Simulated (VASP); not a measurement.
Input of a VASP 6.6.1 run:

The input INCAR:

```
SYSTEM = ScAgC6N6
ALGO = Normal ; EDIFF = 1E-7
ENCUT = 520 ; GGA = PE
ISIF = 2 ; ISMEAR = 0
ISPIN = 2 ; LASPH = .TRUE.
LCHARG = .TRUE. ; LELF = .TRUE.
LMAXMIX = 4 ; LORBIT = 11
LREAL = .FALSE. ; LVHAR = .TRUE.
LWAVE = .FALSE. ; MAGMOM = 0 1 0 0 0 0 0 0 0 0 0 0 0 0
NBANDS = 55 ; NELM = 150
PREC = Accurate ; SIGMA = 0.1
```

Contents of KPOINTS:

```
k-points
0
G
  4 4 4
  0 0 0
```

Contents of POSCAR:

```
ScAgC6N6
1.0
    0.0000000000      5.3120000000      5.3120000000
    5.3120000000      0.0000000000      5.3120000000
    5.3120000000      5.3120000000      0.0000000000
Sc Ag C N
1 1 6 6
Direct
    0.5000000000      0.5000000000      0.5000000000
    0.0000000000      0.0000000000      0.0000000000
    0.8096762000      0.1903238000      0.1903238000
    0.1903238000      0.8096762000      0.1903238000
    0.1903238000      0.1903238000      0.8096762000
    0.1903238000      0.8096762000      0.8096762000
    0.8096762000      0.1903238000      0.8096762000
    0.8096762000      0.8096762000      0.1903238000
    0.6995481900      0.3004518100      0.3004518100
    0.3004518100      0.6995481900      0.3004518100
    0.3004518100      0.3004518100      0.6995481900
    0.3004518100      0.6995481900      0.6995481900
    0.6995481900      0.3004518100      0.6995481900
    0.6995481900      0.6995481900      0.3004518100
```

Potentials or basis: VASP PAW PBE potentials, release 64 (Sc_sv, Ag, C, N).

Launch:

```bash
$ cat potpaw_PBE.64/Sc_sv/POTCAR potpaw_PBE.64/Ag/POTCAR potpaw_PBE.64/C/POTCAR potpaw_PBE.64/N/POTCAR > POTCAR
$ mpirun -np 1 vasp_std > vasp.out
```

**Question.** Estimate the band gap on the k mesh.

**Answer.** 0.67 eV (least direct gap 0.73 eV).

**Question.** What does it give for the pressure?

**Answer.** 8.3 GPa.

Forces on the atoms (eV/Å):
```
Sc   0.000  0.000  0.000
Ag   0.000  0.000  0.000
C    2.676  0.000  0.000
C    0.000  2.676  0.000
C    0.000  0.000  2.676
C   -2.676  0.000  0.000
C    0.000 -2.676  0.000
C    0.000  0.000 -2.676
N   -0.927  0.000  0.000
N    0.000 -0.927  0.000
N    0.000  0.000 -0.927
N    0.927  0.000  0.000
N    0.000  0.927  0.000
N    0.000  0.000  0.927
```

Caveat: the cell stands under pressure; semilocal functionals underestimate gaps, and a narrow one can read as zero; forces of over 1 eV/Å act on the atoms, so gaps and moduli don't describe the material at rest. A k mesh can miss the band edges.
